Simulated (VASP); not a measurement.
A run of VASP 6.6.1:

File POSCAR:

```
CdTe
1.0
    0.0000000000      3.2799012452      3.2799012452
    3.2799012452      0.0000000000      3.2799012452
    3.2799012452      3.2799012452      0.0000000000
Cd Te
1 1
Direct
    0.0000000000      0.0000000000      0.0000000000
    0.2500000000      0.2500000000      0.2500000000
```

Contents of INCAR.step1:

```
SYSTEM = CdTe
ALGO = Normal
EDIFF = 1E-5
ENCUT = 520
GGA = PE
ISIF = 2
ISMEAR = 0
LASPH = .True.
LCHARG = .False.
LREAL = .False.
LWAVE = .True.
NBANDS = 16
NELM = 60
PREC = Accurate
SIGMA = 0.01
```

INCAR.step2

```
SYSTEM = CdTe
ALGO = Normal
EDIFF = 1E-6
ENCUT = 520
GGA = PE
HFSCREEN = 0.2079
ISIF = 2
ISMEAR = 0
ISTART = 1
LASPH = .True.
LCHARG = .False.
LHFCALC = .True.
LREAL = .False.
LWAVE = .False.
NBANDS = 16
NELM = 60
PREC = Accurate
PRECFOCK = Normal
SIGMA = 0.01
```

Contents of KPOINTS:

```
k-points
0
Gamma
  4 4 4
  0 0 0
```

Potentials or basis: VASP PAW PBE potentials, release 64 (Cd, Te).

Launch:

```bash
$ cat potpaw_PBE.64/Cd/POTCAR potpaw_PBE.64/Te/POTCAR > POTCAR
$ cp INCAR.step1 INCAR
$ mpirun -np 1 vasp_std > vasp.out
$ cp INCAR.step2 INCAR
$ mpirun -np 1 vasp_std > vasp.out
```

Hardware: 1 thread of Intel Xeon 8259CL (shared host).

How long does it take, and how much memory?

Run time: 16 min on 1 thread of Intel Xeon 8259CL (shared host), peak memory 0.32 GiB. Counts: k points 8.
